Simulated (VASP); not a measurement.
# SnO2 (P4_2/mnm) in VASP: settings compared, part 2 of 2

VASP 6.6.1. The steps go on from the part before.

**3. Vibrations by perturbation theory, PBEsol**

This run uses another cell than the first one, of 12.18 Å³/atom.

The input, INCAR:

```
SYSTEM = SnO2
PREC = Accurate ; ENCUT = 520
EDIFF = 1E-8 ; ISMEAR = 0
SIGMA = 0.01 ; LREAL = .False.
LASPH = .True. ; NELM = 100
ALGO = Normal ; ISIF = 2
LWAVE = .False. ; LCHARG = .True.
GGA = PS ; IBRION = 8
NSW = 1 ; LEPSILON = .True.
```

The input, KPOINTS:

```
regular mesh
0
Gamma
  4 4 6
  0 0 0
```

The input, POSCAR:

```
SnO2
1.0
    4.7692289857      0.0000000000      0.0000000000
    0.0000000000      4.7692289857      0.0000000000
    0.0000000000      0.0000000000      3.2119992848
Sn O
2 4
Direct
    0.0000000000      0.0000000000      0.0000000000
    0.5000000000      0.5000000000      0.5000000000
    0.3062745611      0.3062745611      0.0000000000
    0.1937254389      0.8062745611      0.5000000000
    0.6937254389      0.6937254389      0.0000000000
    0.8062745611      0.1937254389      0.5000000000
```

Potentials or basis: VASP PAW PBE potentials, release 64 (Sn_d, O).

Launch:

```console
$ cat potpaw_PBE.64/Sn_d/POTCAR potpaw_PBE.64/O/POTCAR > POTCAR
$ mpirun -np 1 vasp_std > vasp.out
```

OUTCAR:

```text
SYSTEM = SnO2
   PREC = Accurate
   ENCUT = 520
   EDIFF = 1E-8
   ISMEAR = 0
   LREAL = .False.
   LASPH = .True.
   NELM = 100
   ISIF = 2
   GGA = PS
   IBRION = 8
   NSW = 1
   LEPSILON = .True.

 ion  position               nearest neighbor table
   1  0.000  0.000  0.000-   3 2.07   5 2.07   4 2.07   6 2.07   4 2.07   6 2.07   2 3.74   2 3.74
                             2 3.74   2 3.74   2 3.74   2 3.74   2 3.74   2 3.74
   2  0.500  0.500  0.500-   4 2.07   6 2.07   5 2.07   3 2.07   3 2.07   5 2.07   1 3.74   1 3.74
                             1 3.74   1 3.74   1 3.74   1 3.74   1 3.74   1 3.74
   3  0.306  0.306  0.000-   1 2.07   2 2.07   2 2.07
   4  0.194  0.806  0.500-   2 2.07   1 2.07   1 2.07
   5  0.694  0.694  0.000-   1 2.07   2 2.07   2 2.07
   6  0.806  0.194  0.500-   2 2.07   1 2.07   1 2.07

  LATTYP: Found a simple tetragonal cell.
 ALAT       =     4.7692289857
 C/A-ratio  =     0.6734839729

  Lattice vectors:

 A1 = (   4.7692289857,   0.0000000000,   0.0000000000)
 A2 = (   0.0000000000,   4.7692289857,   0.0000000000)
 A3 = (   0.0000000000,   0.0000000000,   3.2119992848)

Analysis of symmetry for initial positions (statically):
=====================================================================
 Subroutine PRICEL returns:
 Original cell was already a primitive cell.

 Routine SETGRP: Setting up the symmetry group for a
 simple tetragonal supercell.

 Subroutine GETGRP returns: Found 16 space group operations
 (whereof  8 operations were pure point group operations)
 out of a pool of 16 trial point group operations.

The static configuration has the point symmetry D_2h.
 The point group associated with its full space group is D_4h.

Analysis of symmetry for dynamics (positions and initial velocities):
[... 1115 lines left out ...]
 ion    4
    1    -2.04634     0.74269     0.00000
    2     0.74269    -2.04634     0.00000
    3     0.00000     0.00000    -2.24167
 ion    5
    1    -2.04634    -0.74269     0.00000
    2    -0.74269    -2.04634     0.00000
    3     0.00000     0.00000    -2.24167
 ion    6
    1    -2.04634     0.74269     0.00000
    2     0.74269    -2.04634     0.00000
    3     0.00000     0.00000    -2.24167

 INTERNAL STRAIN TENSOR FOR ION    6 for displacements in x,y,z  (eV/Angst):
          X           Y           Z          XY          YZ          ZX
  --------------------------------------------------------------------------------
  x     1.72840     0.82692     4.82708     2.10128     0.00000     0.00000
  y    -0.82692    -1.72840    -4.82708    -2.11700     0.00000     0.00000
  z     0.00000     0.00000     0.00000     0.00000    -4.95485     5.50116

 SECOND DERIVATIVES (NOT SYMMETRIZED)
 ------------------------------------
               1X          1Y          1Z          2X          2Y          2Z          3X          3Y          3Z          4X          4Y          4Z          5X          5Y          5Z          6X          6Y          6Z
  1X   -23.225306    0.805805    0.000000    9.125396   -0.010501    0.000000    2.528978    3.384151    0.000000    4.520977   -3.781802    0.000000    2.528978    3.384151    0.000000    4.520977   -3.781802    0.000000
  1Y     0.805805  -23.225306    0.000000   -0.010501    9.125396    0.000000    3.384151    2.528978    0.000000   -3.781802    4.520977    0.000000    3.384151    2.528978    0.000000   -3.781802    4.520977    0.000000
  1Z     0.000000    0.000000  -19.282492    0.000000    0.000000    0.141802    0.000000    0.000000    0.368856    0.000000    0.000000    9.201489    0.000000    0.000000    0.368856    0.000000    0.000000    9.201489
  2X     9.125396    0.010501    0.000000  -23.225306   -0.805805    0.000000    4.520977    3.781802    0.000000    2.528978   -3.384151    0.000000    4.520977    3.781802    0.000000    2.528978   -3.384151    0.000000
  2Y     0.010501    9.125396    0.000000   -0.805805  -23.225306    0.000000    3.781802    4.520977    0.000000   -3.384151    2.528978    0.000000    3.781802    4.520977    0.000000   -3.384151    2.528978    0.000000
  2Z     0.000000    0.000000    0.141802    0.000000    0.000000  -19.282492    0.000000    0.000000    9.201489    0.000000    0.000000    0.368856    0.000000    0.000000    9.201489    0.000000    0.000000    0.368856
  3X     2.524079    3.392651    0.000000    4.487338    3.794619    0.000000  -12.917896   -9.409747    0.000000   -0.314767    0.453033    0.000000    2.454695    2.228853    0.000000    3.766551   -0.459409    0.000000
  3Y     3.392651    2.524079    0.000000    3.794619    4.487338    0.000000   -9.409747  -12.917896    0.000000   -0.459409    3.766551    0.000000    2.228853    2.454695    0.000000    0.453033   -0.314767    0.000000
  3Z     0.000000    0.000000    0.333635    0.000000    0.000000    9.192719    0.000000    0.000000  -12.655216    0.000000    0.000000    1.722276    0.000000    0.000000   -0.315690    0.000000    0.000000    1.722276
  4X     4.487338   -3.794619    0.000000    2.524079   -3.392651    0.000000   -0.314767   -0.453033    0.000000  -12.917896    9.409747    0.000000    3.766551    0.459409    0.000000    2.454695   -2.228853    0.000000
  4Y    -3.794619    4.487338    0.000000   -3.392651    2.524079    0.000000    0.459409    3.766551    0.000000    9.409747  -12.917896    0.000000   -0.453033   -0.314767    0.000000   -2.228853    2.454695    0.000000
  4Z     0.000000    0.000000    9.192719    0.000000    0.000000    0.333635    0.000000    0.000000    1.722276    0.000000    0.000000  -12.655216    0.000000    0.000000    1.722276    0.000000    0.000000   -0.315690
  5X     2.524079    3.392651    0.000000    4.487338    3.794619    0.000000    2.454695    2.228853    0.000000    3.766551   -0.459409    0.000000  -12.917896   -9.409747    0.000000   -0.314767    0.453033    0.000000
  5Y     3.392651    2.524079    0.000000    3.794619    4.487338    0.000000    2.228853    2.454695    0.000000    0.453033   -0.314767    0.000000   -9.409747  -12.917896    0.000000   -0.459409    3.766551    0.000000
  5Z     0.000000    0.000000    0.333635    0.000000    0.000000    9.192719    0.000000    0.000000   -0.315690    0.000000    0.000000    1.722276    0.000000    0.000000  -12.655216    0.000000    0.000000    1.722276
  6X     4.487338   -3.794619    0.000000    2.524079   -3.392651    0.000000    3.766551    0.459409    0.000000    2.454695   -2.228853    0.000000   -0.314767   -0.453033    0.000000  -12.917896    9.409747    0.000000
  6Y    -3.794619    4.487338    0.000000   -3.392651    2.524079    0.000000   -0.453033   -0.314767    0.000000   -2.228853    2.454695    0.000000    0.459409    3.766551    0.000000    9.409747  -12.917896    0.000000
  6Z     0.000000    0.000000    9.192719    0.000000    0.000000    0.333635    0.000000    0.000000    1.722276    0.000000    0.000000   -0.315690    0.000000    0.000000    1.722276    0.000000    0.000000  -12.655216

 Eigenvectors and eigenvalues of the dynamical matrix
 ----------------------------------------------------

   1 f  =   22.110538 THz   138.924609 2PiTHz  737.528169 cm-1    91.441798 meV
             X         Y         Z           dx          dy          dz
      0.000000  0.000000  0.000000     0.000000    0.000000    0.000000
      2.384614  2.384614  1.606000     0.000000    0.000000   -0.000000
      1.460694  1.460694  0.000000     0.353553    0.353553   -0.000000
      0.923921  3.845308  1.606000     0.353553   -0.353553    0.000000
      3.308535  3.308535  0.000000    -0.353553   -0.353553   -0.000000
      3.845308  0.923921  1.606000    -0.353553    0.353553    0.000000
[... 145 lines left out ...]
  18 f/i=    0.021631 THz     0.135912 2PiTHz    0.721534 cm-1     0.089459 meV
             X         Y         Z           dx          dy          dz
      0.000000  0.000000  0.000000     0.393772   -0.487135    0.000000
      2.384614  2.384614  1.606000     0.394250   -0.487521    0.000000
      1.460694  1.460694  0.000000     0.146279   -0.180634    0.000000
      0.923921  3.845308  1.606000     0.144929   -0.179543    0.000000
      3.308535  3.308535  0.000000     0.146279   -0.180634    0.000000
      3.845308  0.923921  1.606000     0.144929   -0.179543    0.000000

--------------------------------------------------------------------------------------------------------

 MACROSCOPIC STATIC DIELECTRIC TENSOR IONIC CONTRIBUTION
 ------------------------------------------------------
           8.612774     0.000000    -0.000000
           0.000000     8.612774    -0.000000
          -0.000000    -0.000000     5.209967
 ------------------------------------------------------

 ELASTIC MODULI CONTR FROM IONIC RELAXATION (kBar)
 Direction    XX          YY          ZZ          XY          YZ          ZX
 --------------------------------------------------------------------------------
 XX         -76.0801     50.0653    -49.1429     -0.0000     -0.0000     -0.0000
 YY          50.0653    -76.0801    -49.1429      0.0000      0.0000      0.0000
 ZZ         -49.1429    -49.1429   -185.6653      0.0000     -0.0000     -0.0000
 XY           0.0000      0.0000      0.0000    -24.3865      0.0000      0.0000
 YZ          -0.0000      0.0000     -0.0000      0.0000   -174.5268     -0.0000
 ZX          -0.0000      0.0000     -0.0000      0.0000     -0.0000   -215.1343
 --------------------------------------------------------------------------------

 PIEZOELECTRIC TENSOR IONIC CONTR  for field in x, y, z        (C/m^2)
          XX          YY          ZZ          XY          YZ          ZX
  --------------------------------------------------------------------------------
  x    -0.00000     0.00000    -0.00000    -0.00000    -0.00000    -0.00000
  y    -0.00000     0.00000    -0.00000     0.00000     0.00000     0.00000
  z    -0.00000     0.00000    -0.00000    -0.00000    -0.00000     0.00000
```

It took 30 min on 1 thread of Intel Xeon 8259CL, shared host; peak memory 0.47 GiB.

What came out:

```yaml
Electronic_dielectric_tensor_diagonal: 4.81, 4.81, 4.87
Born_charges_mean_of_the_diagonal: Sn +4.22; O -2.11 e
Highest_phonon_frequency_at_Γ_LO-TO_splitting_left_out: 738 cm⁻¹
```

Phonon frequencies in cm⁻¹ (negative: imaginary):
| q point | frequencies |
| --- | --- |
| (0.000, 0.000, 0.000) | -1 -1 0 98 145 219 219 274 274 343 454 458 458 550 582 582 612 738 |

Electronic dielectric tensor:
```
4.81 0.00 0.00
0.00 4.81 0.00
0.00 0.00 4.87
```

Born effective charge tensors (e):
atom 1, Sn
```
4.09 0.47 0.00
0.47 4.09 0.00
0.00 0.00 4.48
```
atom 2, Sn
```
 4.09 -0.47  0.00
-0.47  4.09  0.00
 0.00  0.00  4.48
```
atom 3, O
```
-2.05 -0.74  0.00
-0.74 -2.05  0.00
 0.00  0.00 -2.24
```
atom 4, O
```
-2.05  0.74  0.00
 0.74 -2.05  0.00
 0.00  0.00 -2.24
```
atom 5, O
```
-2.05 -0.74  0.00
-0.74 -2.05  0.00
 0.00  0.00 -2.24
```
atom 6, O
```
-2.05  0.74  0.00
 0.74 -2.05  0.00
 0.00  0.00 -2.24
```

Caveat: the PAW data sets were made with another functional, which shifts forces and pressure a little; spin-orbit coupling is left out, which moves the levels of the heavy elements.
